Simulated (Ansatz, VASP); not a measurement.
**One calculation of Hf, two programs**

```xyz
3
Lattice="3.1744 0.0000 0.0000 -1.5872 2.7491 0.0000 0.0000 0.0000 21.9069" Properties=species:S:1:pos:R:3 pbc="T T T"
Hf    1.5872    0.9164    7.0000
Hf    0.0000    1.8327    9.3658
Hf    1.5872    0.9164   11.9156
```

Alike in both runs: task single point; functional PBE; dispersion D3(BJ); k mesh 12 × 12 × 1; occupations methfessel-paxton of order 1, width 0.1 eV; no spin polarisation.

|  | VASP | Ansatz |
| --- | --- | --- |
| version | VASP 6.6.1 | Ansatz 0.2.0 |
| potentials or method | VASP PAW PBE potentials, release 64 (Hf_pv), cutoff 400 eV | scalar-relativistic, plane waves, PAW |
| valence electrons in the cell | 30 | 78 |

|  | VASP | Ansatz | Ansatz less VASP |
| --- | --- | --- | --- |
| gap on the k mesh at the Fermi level (eV) | none | none | - |
| rms of the force components (eV/Å) | 0.260 | 0.263 | +0.0026 |

Atom by atom the forces differ by 0.019 eV/Å (rms over components). A gap of «none» marks a metal or a gap that the smearing closes. VASP's potentials hold 30 valence electrons a cell and Ansatz's 78, so a difference there can come from the potentials and not from the codes. Ansatz's warnings: xc potential rough in thin density.

Neither program's run includes spin-orbit coupling.
